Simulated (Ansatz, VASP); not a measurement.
**W in VASP and in Ansatz**

```
CELL_PARAMETERS angstrom
-1.58516 1.58516 1.58516
1.58516 -1.58516 1.58516
1.58516 1.58516 -1.58516
ATOMIC_POSITIONS crystal
W 0.00000 0.00000 0.00000
```

Alike in both runs: task single point; functional PBE; k mesh 6 × 6 × 6; occupations fermi-dirac, width 0.14 eV; no spin polarisation.

|  | VASP | Ansatz |
| --- | --- | --- |
| version | VASP 6.6.1 | Ansatz 0.2.0 |
| potentials or method | VASP PAW PBE potentials, release 64 (W_sv), cutoff 500 eV | scalar-relativistic, plane waves, PAW |
| valence electrons in the cell | 14 | 14 |

Ansatz gave:

```
gap on the k mesh at the Fermi level (eV) : none
pressure (GPa)                            : 2.2
```

Question: Estimate VASP's values.

Answer: gap on the k mesh at the Fermi level (eV): none; pressure (GPa): 2.8.

A gap of «none» marks a metal or a gap that the smearing closes.

The k mesh is coarse, so the values compare programs but aren't converged. Spin-orbit coupling is off throughout.
